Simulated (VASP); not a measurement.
Wanted: the native input for a VASP 6.6.1 run.

```
Task                   : single point
Functional             : PBE
Potentials or basis    : VASP PAW PBE potentials, release 64 (Ca_sv, B)
Cutoff                 : 500 eV
k mesh                 : 6 × 6 × 4
Occupations            : gaussian, width 0.1 eV
Spin                   : no spin polarisation
Dipole correction      : no
Further INCAR settings : ALGO = Normal; EDIFF = 1e-06; NBANDS = 14
```

The structure of CaB lies in POSCAR:

```
CaB
1.0
    3.5776893788      0.0000000032      0.0000000000
   -1.7888446922      3.0983698873      0.0000000000
    0.0000000000      0.0000000000      3.7380548139
Ca B
1 1
Direct
    0.6666666667      0.3333333333      0.5000000000
    0.3333333333      0.6666666667      0.0000000000
```

The input as run:

INCAR

```
SYSTEM = CaB
ALGO = Normal ; EDIFF = 1E-6
ENCUT = 500 ; GGA = PE
GGA_COMPAT = .FALSE. ; ISIF = 2
ISMEAR = 0 ; LASPH = .TRUE.
LCHARG = .TRUE. ; LELF = .TRUE.
LREAL = .FALSE. ; LVHAR = .TRUE.
LWAVE = .FALSE. ; NBANDS = 14
NELM = 120 ; PREC = Accurate
SIGMA = 0.1
```

KPOINTS

```
k-points
0
G
  6 6 4
  0 0 0
```

Potentials or basis: VASP PAW PBE potentials, release 64 (Ca_sv, B).

Command:

```bash
$ cat potpaw_PBE.64/Ca_sv/POTCAR potpaw_PBE.64/B/POTCAR > POTCAR
$ mpirun -np 1 vasp_std > vasp.out
```

It gave:

```yaml
Pressure: 0.1 GPa
Band_gap_on_the_k_mesh: zero (an odd number of electrons rules out a gap without spin polarisation)
```

Caveat: the k points lie up to 0.42 Å⁻¹ apart, too coarse for converged energies and pressures of a metal.

Wall time 8.3 s on 1 thread of AMD EPYC 7R13 Processor (Zen 3) (shared host), peak memory 0.13 GiB.
